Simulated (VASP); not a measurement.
Set up this calculation in VASP 6.6.1, as the native input.

```yaml
Task: single point
Functional: revPBE
Potentials_or_basis: VASP PAW PBE potentials, release 64 (Sr_sv)
Cutoff: 520 eV
k_mesh: 10 × 10 × 3
Occupations: fermi-dirac, width 0.1 eV
Spin: no spin polarisation
Dipole_correction: no
Further_INCAR_settings: ALGO = Normal; EDIFF = 1e-06; NBANDS = 28
```

The structure of Sr lies in POSCAR:

```
Sr
1.0
    4.5025553281      0.0000000000      0.0000000000
   -2.2512776640      3.8993272961      0.0000000000
    0.0000000000      0.0000000000     14.7391308470
Sr
4
Direct
    1.0000000000      1.0000000000      1.0000000000
    0.0000000000      0.0000000000      0.5000000000
    0.3333333333      0.6666666667      0.2500000000
    0.6666666667      0.3333333333      0.7500000000
```

This isn't the form of Sr at room conditions, which is fcc.

One way to write it, as run:

INCAR

```
PREC     = Accurate       # precision mode
ENCUT    = 520            # plane-wave cutoff, eV
EDIFF    = 1E-6           # SCF threshold, eV
ISMEAR   = -1             # smearing method
SIGMA    = 0.1            # smearing width, eV
LREAL    = F              # projectors in reciprocal space
LASPH    = T              # aspherical terms in the spheres
NELM     = 60             # most SCF steps
ALGO     = Normal         # electronic algorithm
ISIF     = 2              # what is computed and relaxed
LWAVE    = F              # write WAVECAR
LCHARG   = F              # write CHGCAR
GGA      = RE             # functional
NBANDS   = 28             # bands
```

KPOINTS

```
regular mesh
0
Gamma
  10 10 3
```

Potentials or basis: VASP PAW PBE potentials, release 64 (Sr_sv).

Command:

```console
$ cat potpaw_PBE.64/Sr_sv/POTCAR > POTCAR
$ mpirun -np 1 vasp_std > vasp.out
```

Results of the run:

| Item | Value |
| --- | --- |
| Pressure | -1.0 GPa |
| Band gap on the k mesh | zero (bands 20 and 21 overlap by 0.23 eV) |

Caveat: the PAW data sets were made with another functional, which shifts forces and pressure a little.

It took 5 min on 1 thread of Intel Xeon 8259CL, with other jobs on the host, peak memory 0.46 GiB.
